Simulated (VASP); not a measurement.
# Co (I4_1/amd) in VASP: further runs, part 2 of 2

VASP 6.6.1. The steps go on from the part before.

## Step 4: Relaxation of cell and atoms, PBE, collinear spin, ferromagnetic start

Input file INCAR:

```
SYSTEM = Co
PREC = Accurate
ENCUT = 600
EDIFF = 1E-6
ISMEAR = 0
SIGMA = 0.1
LREAL = .FALSE.
LASPH = .TRUE.
NELM = 150
ALGO = Fast
ISIF = 3
LWAVE = .FALSE.
LCHARG = .FALSE.
ISPIN = 2
MAGMOM = 1.93 1.93
LORBIT = 11
LMAXMIX = 4
GGA = PE
IBRION = 2
NSW = 90
EDIFFG = -0.04
```

Input file KPOINTS:

```
regular mesh
0
G
  8 8 8
  0 0 0
```

Input file POSCAR:

```
Co
1.0
   -2.1687425347      2.1687425347      1.1830890865
    2.1687425347     -2.1687425347      1.1830890865
    2.1687425347      2.1687425347     -1.1830890865
Co
2
Direct
    0.0000000000      0.0000000000      0.0000000000
    0.7500000000      0.2500000000      0.5000000000
```

Potentials or basis: VASP PAW PBE potentials, release 64 (Co).

Launch:

```bash
$ cat potpaw_PBE.64/Co/POTCAR > POTCAR
$ mpirun -np 1 vasp_std > vasp.out
```

OUTCAR:

```text
SYSTEM = Co
   PREC = Accurate
   ENCUT = 600
   EDIFF = 1E-6
   ISMEAR = 0
   LREAL = .FALSE.
   LASPH = .TRUE.
   NELM = 150
   ISIF = 3
   ISPIN = 2
   LORBIT = 11
   GGA = PE
   IBRION = 2
   NSW = 90
   EDIFFG = -0.04

 ion  position               nearest neighbor table
   1  0.000  0.000  0.000-   2 2.25   2 2.25   2 2.25   2 2.25   2 2.80   2 2.80   2 2.80   2 2.80

   2  0.750  0.250  0.500-   1 2.25   1 2.25   1 2.25   1 2.25   1 2.80   1 2.80   1 2.80   1 2.80

  LATTYP: Found a body centered tetragonal cell.
 ALAT       =     4.3374850694
 C/A-ratio  =     0.5455184595

  Lattice vectors:

 A1 = (  -2.1687425347,   2.1687425347,   1.1830890865)
 A2 = (   2.1687425347,  -2.1687425347,   1.1830890865)
 A3 = (   2.1687425347,   2.1687425347,  -1.1830890865)

Analysis of symmetry for initial positions (statically):
=====================================================================
 Subroutine PRICEL returns:
 Original cell was already a primitive cell.

 Routine SETGRP: Setting up the symmetry group for a
 body centered tetragonal supercell.

 Subroutine GETGRP returns: Found 16 space group operations
 (whereof  8 operations were pure point group operations)
 out of a pool of 16 trial point group operations.

The static configuration has the point symmetry D_2d.
 The point group associated with its full space group is D_4h.

Analysis of symmetry for dynamics (positions and initial velocities):
=====================================================================
 Subroutine PRICEL returns:
 Original cell was already a primitive cell.

 Routine SETGRP: Setting up the symmetry group for a
 body centered tetragonal supercell.

 Subroutine GETGRP returns: Found 16 space group operations
 (whereof  8 operations were pure point group operations)
 out of a pool of 16 trial point group operations.

The dynamic configuration has the point symmetry D_2d.
 The point group associated with its full space group is D_4h.

Analysis of structural, dynamic, and magnetic symmetry:
=====================================================================
 Subroutine PRICEL returns:
 Original cell was already a primitive cell.

 Routine SETGRP: Setting up the symmetry group for a
 body centered tetragonal supercell.
[... 137 lines left out ...]
 conjugate gradient relaxation of ions
 spin polarized calculation
 RMM-DIIS sequential band-by-band and
 Gauss-broadening in eV      SIGMA  =   0.10
  energy-cutoff  :      600.00
  volume of cell :       22.26
 maximum number of plane-waves:       757
 NGX is ok and might be reduce to    28
   NGX = 13   NGY = 13   NGZ = 13

--------------------------------------- Ionic step        1  -------------------------------------------

 number of electron      18.0000005 magnetization       3.4461355

 Free energy of the ion-electron system (eV)
  ---------------------------------------------------
  ext. energy  EPLUGINS =         0.00000000
  ---------------------------------------------------
  free energy    TOTEN  =       -12.93110108 eV

  energy without entropy =      -12.91936278  energy(sigma->0) =      -12.92523193

 E-fermi :  10.1893     XC(G=0): -13.1914

 val. band max:       10.1784117217   @ k =   0.3750   0.3750   0.1250
 cond. band min:      10.2178618330   @ k =  -0.3750   0.2500   0.0000
 fundamental gap:      0.0394501112
 Fermi energy:        10.1893358657

 spin component 1

 k-point     1 :       0.0000    0.0000    0.0000
  band No.  band energies     occupation
      1       1.1817      1.00000
      2       4.6358      1.00000
      3       5.8394      1.00000
      4       6.2202      1.00000
      5       6.6294      1.00000
      6       8.4485      1.00000
      7       8.4485      1.00000
      8       8.4890      1.00000
      9       8.4890      1.00000
     10       9.3408      1.00000
     11      10.2609      0.15584
     12      16.5376      0.00000
[... 1032 lines left out ...]
--------------------------------------- Ionic step        6  -------------------------------------------

 number of electron      18.0000003 magnetization       3.5824075

 Free energy of the ion-electron system (eV)
  ---------------------------------------------------
  ext. energy  EPLUGINS =         0.00000000
  ---------------------------------------------------
  free energy    TOTEN  =       -13.02311215 eV

  energy without entropy =      -13.01066149  energy(sigma->0) =      -13.01688682

 E-fermi :   9.1360     XC(G=0): -12.7470

 val. band max:        9.1321373256   @ k =  -0.2500   0.1250   0.0000
 cond. band min:       9.1402676178   @ k =  -0.3750   0.5000   0.2500
 fundamental gap:      0.0081302921
 Fermi energy:         9.1359850327

 spin component 1

 k-point     1 :       0.0000    0.0000    0.0000
  band No.  band energies     occupation
      1       0.5733      1.00000
      2       3.9951      1.00000
      3       5.0380      1.00000
      4       5.2647      1.00000
      5       5.6326      1.00000
      6       7.3989      1.00000
      7       7.3989      1.00000
      8       7.4294      1.00000
      9       7.4294      1.00000
     10       8.0598      1.00000
     11       8.9346      0.99780
     12      14.8391      0.00000
[... 882 lines left out ...]
  FREE ENERGIE OF THE ION-ELECTRON SYSTEM (eV)
  ---------------------------------------------------
  free  energy   TOTEN  =       -13.0231121455 eV

  energy  without entropy=      -13.0106614923  energy(sigma->0) =      -13.01688682

 reached required accuracy - stopping structural energy minimisation

 total charge

# of ion       s       p       d       tot
------------------------------------------
    1        0.490   0.446   7.267   8.203
    2        0.490   0.446   7.267   8.203
--------------------------------------------------
tot          0.980   0.892  14.535  16.407

 magnetization (x)

# of ion       s       p       d       tot
------------------------------------------
    1       -0.001  -0.021   1.822   1.800
    2       -0.001  -0.021   1.822   1.800
--------------------------------------------------
tot         -0.002  -0.042   3.644   3.601
```

OSZICAR:

```text
N       E                     dE             d eps       ncg     rms          rms(c)
DAV:   1     0.916178825041E+02    0.91618E+02   -0.88073E+03  3604   0.170E+03
DAV:   2    -0.116861440505E+02   -0.10330E+03   -0.95778E+02  3554   0.270E+02
[... 55 lines left out ...]
       N       E                     dE             d eps       ncg     rms          rms(c)
DAV:   1    -0.130241228918E+02   -0.11451E-02   -0.34158E-02  3918   0.163E+00    0.202E-01
RMM:   2    -0.130233534280E+02    0.76946E-03   -0.71415E-04  3540   0.346E-01    0.111E-01
RMM:   3    -0.130231489945E+02    0.20443E-03   -0.39294E-04  3540   0.253E-01    0.925E-02
RMM:   4    -0.130231131197E+02    0.35875E-04   -0.11883E-04  3540   0.129E-01    0.169E-02
RMM:   5    -0.130231127026E+02    0.41712E-06   -0.16007E-05  3498   0.364E-02    0.672E-03
RMM:   6    -0.130231121455E+02    0.55711E-06   -0.23181E-06  2469   0.151E-02
   6 F= -.13023112E+02 E0= -.13016887E+02  d E =-.250836E-02  mag=     3.5825
```

CONTCAR:

```text
Co
   1.00000000000000
    -2.2452620280198405    2.2452620280198405    1.1934070869737505
     2.2452620280198405   -2.2452620280198405    1.1934070869737505
     2.2452620280198405    2.2452620280198405   -1.1934070869737505
  Co
     2
Direct
     0.0000000000000000    0.0000000000000000    0.0000000000000000
     0.7500000000000000    0.2500000000000000    0.5000000000000000

  0.00000000E+00  0.00000000E+00  0.00000000E+00
  0.00000000E+00  0.00000000E+00  0.00000000E+00
```

Run time: 4.2 min. Hardware: 1 thread of Intel Xeon 6975P-C (Granite Rapids), shared host; peak memory 0.2 GiB.

What came out:

```yaml
Free_energy: -13.0231 eV
Relaxed_volume: 12.03 Å³/atom
Relaxed_cell: a = 3.392 Å, b = 3.392 Å, c = 3.392 Å, α = 97.11°, β = 97.11°, γ = 138.80°
Space_group_after_relaxing_to_0.05_Å: I4_1/amd (No. 141)
Energy_gained_by_relaxing: 46.0 meV/atom
Ionic_steps: 6
Pressure_after_relaxing: 0.3 GPa
Net_moment: 3.58 μB per cell
Site_moments: Co +1.80 μB
Valence_electrons_inside_the_program's_atomic_spheres: Co 8.20
```

The path:
```
step  energy change (eV)  largest force (eV/Å)  pressure (GPa)  volume (Å³)
   1              0.0000                0.0000           15.76        22.26
   2             -0.0248                0.0000          -10.65        25.97
   3             -0.0895                0.0000           -0.42        24.15
   4             -0.0895                0.0000           -0.26        24.11
   5             -0.0919                0.0000           -0.03        24.08
   6             -0.0920                0.0000            0.28        24.06
```

Final structure:
```xyz
2
Lattice="-2.2453 2.2453 1.1934 2.2453 -2.2453 1.1934 2.2453 2.2453 -1.1934" Properties=species:S:1:pos:R:3 pbc="T T T"
Co    0.0000    0.0000    0.0000
Co    0.0000    2.2453    0.5967
```

Levels at points of the mesh, in eV from the Fermi level:
Spin up:
```tsv
k point	band 9	band 10	band 11	band 12	band 13	band 14
(0.00, 0.00, 0.00)	-1.71	-1.08	-0.20	5.70	5.70	11.73
(0.50, 0.00, 0.00)	-1.05	-0.92	1.10	4.33	7.55	8.03
(0.50, 0.50, 0.00)	-1.36	-1.36	-1.15	-1.15	11.61	11.61
(0.50, 0.50, 0.50)	-1.59	-1.59	-1.23	-1.23	4.05	4.05
```
Spin down:
```csv
k point,band 4,band 5,band 6,band 7,band 8,band 9,band 10,band 11
"(0.00, 0.00, 0.00)",-2.50,-1.99,0.31,0.31,0.34,0.34,1.24,1.52
"(0.50, 0.00, 0.00)",-2.10,-0.75,-0.75,-0.66,0.43,0.74,0.76,2.28
"(0.50, 0.50, 0.00)",-2.29,-1.57,-1.57,-0.10,-0.10,0.69,0.69,0.85
"(0.50, 0.50, 0.50)",-2.00,-1.23,-1.23,-0.03,-0.03,0.46,0.46,0.49
```

Caveat: the k points lie up to 0.37 Å⁻¹ apart in the final cell.

## Step 5: Summary

```tsv
task	cell	cutoff (eV)	gap on the mesh (eV)	pressure (GPa)	moment (μB)
single point	a = 3.287 Å, angles 97.4, 97.4, 137.8°, 2 atoms	520	none	15.9	3.45
single point	a = 3.401 Å, angles 97.1, 97.1, 138.9°, 2 atoms	520	none	-0.7	3.59
relaxation of cell and atoms	relaxed from a = 3.287 Å, angles 97.4, 97.4, 137.8°, 2 atoms	600	none	0.3	3.58
```

Alike in all rows: level PBE; potentials or basis VASP PAW PBE potentials, release 64 (Co); spin collinear, ferromagnetic start; k mesh 8 × 8 × 8; smearing gaussian 0.1 eV.

Caveats: all runs use coarse meshes.

Absolute energies hang on the potentials; compare differences alone.
